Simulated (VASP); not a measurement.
**CaSe: single point with PBE**

The system is CaSe.

```
Ca Se
1.0
     0.00000    3.07554    3.07554
     3.07554    0.00000    3.07554
     3.07554    3.07554    0.00000
Ca Se
1 1
Cartesian
  0.0000 0.0000 0.0000
  3.0755 3.0755 3.0755
```

This cell differs from its parent crystal: volume scaled by 1.10.

```yaml
Program: VASP 6.6.1
Task: single point
Functional: PBE
Potentials_or_basis: VASP PAW PBE potentials, release 64 (Ca_sv, Se)
Cutoff: 520 eV
k_mesh: 8 × 8 × 8
Occupations: gaussian, width 0.02 eV
Spin: no spin polarisation
```

```
Pressure               : -3.7 GPa
Band gap on the k mesh : 2.26 eV, indirect (least direct gap 2.75 eV)
```

Levels at points of the mesh, in eV from the valence-band top:
| k point | band 5 | band 6 | band 7 | band 8 | band 9 | band 10 | band 11 | band 12 |
| --- | --- | --- | --- | --- | --- | --- | --- | --- |
| (0.00, 0.00, 0.00) | -11.43 | 0.00 | 0.00 | 0.00 | 2.75 | 3.71 | 3.71 | 3.71 |
| (0.50, 0.00, 0.00) | -10.92 | -2.86 | -0.97 | -0.97 | 4.31 | 5.14 | 5.19 | 5.19 |
| (0.50, 0.50, 0.00) | -10.98 | -2.22 | -0.82 | -0.82 | 2.26 | 4.54 | 4.81 | 5.53 |

Wall time 8.6 s on 1 thread of Intel(R) Xeon(R) 6975P-C (Granite Rapids), on a shared host, peak memory 0.18 GiB.

 A k mesh can miss the band edges.
